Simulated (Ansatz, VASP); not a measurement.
# One calculation of O, two programs

POSCAR

```
O
1.0
    4.0422275034      0.0000000000     -0.0510976291
    0.0000000000      4.0261597155      0.0000000000
   -1.0645667235      0.0000000000      2.7914532645
O
4
Direct
    0.3398637733      0.6842021034      0.6702381013
    0.6601362267      0.6842021034      0.8297618987
    0.6601362267      0.3157978966      0.3297618987
    0.3398637733      0.3157978966      0.1702381013
```

The input INCAR.step1:

```
SYSTEM = O
  ALGO = Normal
  EDIFF = 1E-4
  ENCUT = 520
  GGA = PE
  ISMEAR = 0
  LASPH = .True.
  LCHARG = .False.
  LREAL = .False.
  LWAVE = .True.
  NBANDS = 20
  NELM = 80
  PREC = Accurate
  SIGMA = 0.01
```

File INCAR.step2:

```
SYSTEM = O
  ALGO = Normal
  EDIFF = 1E-7
  ENCUT = 520
  ISIF = 2
  ISMEAR = 0
  ISTART = 1
  LASPH = .True.
  LCHARG = .False.
  LMIXTAU = .True.
  LREAL = .False.
  LWAVE = .False.
  METAGGA = R2SCAN
  NBANDS = 20
  NELM = 80
  PREC = Accurate
  SIGMA = 0.01
```

Contents of KPOINTS:

```
k-points
0
Gamma
  8 6 10
  0 0 0
```

Input for Ansatz:

```yaml
crystal:
  lattice:
    - [4.0422275034, 0.0, -0.0510976291]
    - [0.0, 4.0261597155, 0.0]
    - [-1.0645667235, 0.0, 2.7914532645]
  atoms:
    - { symbol: O, position: [0.3398637733, 0.6842021034, 0.6702381013] }
    - { symbol: O, position: [0.6601362267, 0.6842021034, 0.8297618987] }
    - { symbol: O, position: [0.6601362267, 0.3157978966, 0.3297618987] }
    - { symbol: O, position: [0.3398637733, 0.3157978966, 0.1702381013] }
kpoints:
  mp_grid: { grid: [8, 6, 10] }
  band_path:
    path:
      - [0.0, 0.0, 0.0]
      - [0.0, 0.5, 0.0]
      - [0.0, 0.5, 0.5]
      - [0.0, 0.0, 0.5]
      - [-0.5, 0.0, 0.5]
      - [-0.5, 0.5, 0.5]
      - [-0.5, 0.5, 0.0]
      - [-0.5, 0.0, 0.0]
    npoints: 1
hamiltonian:
  xc: r2scan
scf:
  occupations: { method: fixed }
  n_extra_bands: 5
output:
  forces: true
  stress: true
  eigenvalues: true
  write_density: true
  write_potential: true
  elf: true
  volumetric_format: npy
```

Alike in both runs: task single point; functional r2SCAN; k mesh 8 × 6 × 10; no spin polarisation.

|  | VASP | Ansatz |
| --- | --- | --- |
| version | VASP 6.6.1 | Ansatz 0.2.0 |
| potentials or method | VASP PAW PBE potentials, release 64 (O) | plane waves, PAW |
| plane-wave cutoff (eV) | 520 | 500 |
| occupations | gaussian, width 0.01 eV | fixed |
| valence electrons in the cell | 24 | 24 |

VASP gave:

| Quantity | Value |
| --- | --- |
| gap on the k mesh at the Fermi level (eV) | 0.99 |
| pressure (GPa) | 4.8 |
| traceless stress, the component that is largest in VASP (GPa) | 6.64 |
| rms of the force components (eV/Å) | 0.838 |

Task: What did Ansatz give for the same quantities?

Result: gap on the k mesh at the Fermi level (eV): 0.99; pressure (GPa): 0.9; traceless stress, the component that is largest in VASP (GPa): -0.21; rms of the force components (eV/Å): 0.038.

VASP's potentials were made for PBE, not for r2SCAN. Atom by atom the forces differ by 0.875 eV/Å (rms over components).

Noted on VASP's run: the standard files for N, O and F lose accuracy on very short bonds; spin is off for a triplet molecule.
